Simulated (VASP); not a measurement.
Here is a VASP 6.6.1 calculation.

INCAR

```
SYSTEM = NbAs
PREC = Accurate
ENCUT = 520
EDIFF = 1E-6
ISMEAR = 0
SIGMA = 0.1
LREAL = .FALSE.
LASPH = .TRUE.
NELM = 60
ALGO = Normal
ISIF = 2
LWAVE = .FALSE.
LCHARG = .FALSE.
GGA = PE
ISYM = 0
NBANDS = 26
```

Contents of KPOINTS:

```
Automatic mesh
0
G
  10 10 6
  0 0 0
```

Contents of POSCAR:

```
NbAs
1.0
    3.4734820522      0.0000000000      0.0000000000
    0.0000000000      3.4734820522      0.0000000000
    1.7367410261     -1.7367410261      5.8745821652
Nb As
2 2
Direct
    0.2511035289      0.7488964711      0.4977929422
    0.5011035289     -0.0011035289     -0.0022070578
    0.8328964711      0.1671035289      0.3342070578
    0.0828964711      0.4171035289      0.8342070578
```

Potentials or basis: VASP PAW PBE potentials, release 64 (Nb_sv, As).

Run with:

```console
$ cat potpaw_PBE.64/Nb_sv/POTCAR potpaw_PBE.64/As/POTCAR > POTCAR
$ mpirun -np 1 vasp_std > vasp.out
```

**Question.** Predict the pressure.

**Answer.** 0.1 GPa.
